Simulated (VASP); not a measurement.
Runs of VASP 6.6.1 on Sr3CuOs. The structure is that of space group Pm-3m (No. 221), or close to it. The cells are those of the table. The cell was generated, and may not be a known phase.

```csv
task,spin,cell,cutoff (eV),gap on the mesh (eV),pressure (GPa)
single point,collinear,"a = 5.517 Å, 5 atoms",520,none,1.0
relaxation of cell and atoms,off,"relaxed from a = 4.967 Å, 5 atoms",600,none,-0.1
single point,off,"a = 5.517 Å, 5 atoms",520,none,(a)
single point,off,"a = 4.967 Å, 5 atoms",520,none,16.2
```

Alike in all rows: level PBE; potentials or basis VASP PAW PBE potentials, release 64 (Sr_sv, Cu, Os); k mesh 4 × 4 × 4; smearing gaussian 0.1 eV.

Estimate the missing entries.

(a) 0.5.

Caveats: spin-orbit coupling is left out, which moves the levels of the heavy elements; the cell stands under pressure (at least some runs).

A k mesh can miss the band edges, and the runs leave out spin-orbit coupling on Os, Sr.

A gap of «none» marks levels without a gap at the run's occupations.
